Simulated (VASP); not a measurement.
Here is a VASP 6.6.1 calculation.

File INCAR:

```
SYSTEM = Ge
  PREC = Accurate
  ENCUT = 520
  EDIFF = 1E-7
  ISMEAR = -1
  SIGMA = 0.1
  LREAL = .False.
  LASPH = .True.
  NELM = 80
  ALGO = Normal
  ISIF = 2
  LWAVE = .False.
  LCHARG = .False.
  GGA = PS
  NBANDS = 36
```

The input KPOINTS:

```
Automatic mesh
0
Gamma
  7 7 4
  0 0 0
```

File POSCAR:

```
Ge
1.0
    3.9617312793      0.0000000000      0.0000000000
   -1.9808656397      3.4309599013      0.0000000000
    0.0000000000      0.0000000000      6.5401875649
Ge
4
Direct
    0.6666666667      0.3333333333      0.0629010000
    0.3333333333      0.6666666667      0.5629010000
    0.6666666667      0.3333333333      0.4370990000
    0.3333333333      0.6666666667      0.9370990000
```

Potentials or basis: VASP PAW PBE potentials, release 64 (Ge_d).

Run with:

```console
$ cat potpaw_PBE.64/Ge_d/POTCAR > POTCAR
$ mpirun -np 1 vasp_std > vasp.out
```

(1) What does it give for the largest force?

(2) What does it give for the pressure?

(3) Predict the band gap on the k mesh.

Answers

(1) 0.010 eV/Å.

(2) 1.8 GPa.

(3) zero (filled and empty bands touch).

Caveat: the PAW data sets were made with another functional, which shifts forces and pressure a little.
